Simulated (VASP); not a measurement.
A run of VASP 6.6.1:

File INCAR:

```
SYSTEM = Cu
ALGO     = Normal         ! electronic algorithm
EDIFF    = 1E-7           ! SCF threshold, eV
ENCUT    = 520            ! plane-wave cutoff, eV
GGA      = PE             ! functional
ISIF     = 2              ! what is computed and relaxed
ISMEAR   = -1             ! smearing method
LASPH    = .True.         ! aspherical terms in the spheres
LCHARG   = .False.        ! write CHGCAR
LREAL    = .False.        ! projectors in reciprocal space
LWAVE    = .False.        ! write WAVECAR
NBANDS   = 18             ! bands
NELM     = 100            ! most SCF steps
PREC     = Accurate       ! precision mode
SIGMA    = 0.06122561905347299 ! smearing width, eV
```

The input KPOINTS:

```
k-points
0
Gamma
  18 18 18
  0 0 0
```

File POSCAR:

```
Cu
1.0
    0.0000000000      2.6405623228      2.6405623228
    2.6405623228      0.0000000000      2.6405623228
    2.6405623228      2.6405623228      0.0000000000
Cu
2
Direct
    0.0000000000      0.0000000000      0.0000000000
    0.2500000000      0.2500000000      0.2500000000
```

Potentials or basis: VASP PAW PBE potentials, release 64 (Cu).

The run is started by

```sh
$ cat potpaw_PBE.64/Cu/POTCAR > POTCAR
$ mpirun -np 1 vasp_std > vasp.out
```

Hardware: 1 thread of Intel(R) Xeon(R) Platinum 8259CL CPU @ 2.50GHz (Skylake/Cascade Lake), with other jobs on the host.

Q: Estimate the wall time of this run.

A: Run time: 2.3 min on 1 thread of Intel(R) Xeon(R) Platinum 8259CL CPU @ 2.50GHz (Skylake/Cascade Lake) (shared host), peak memory 0.23 GiB. Counts: scf iterations 15, k points 195.
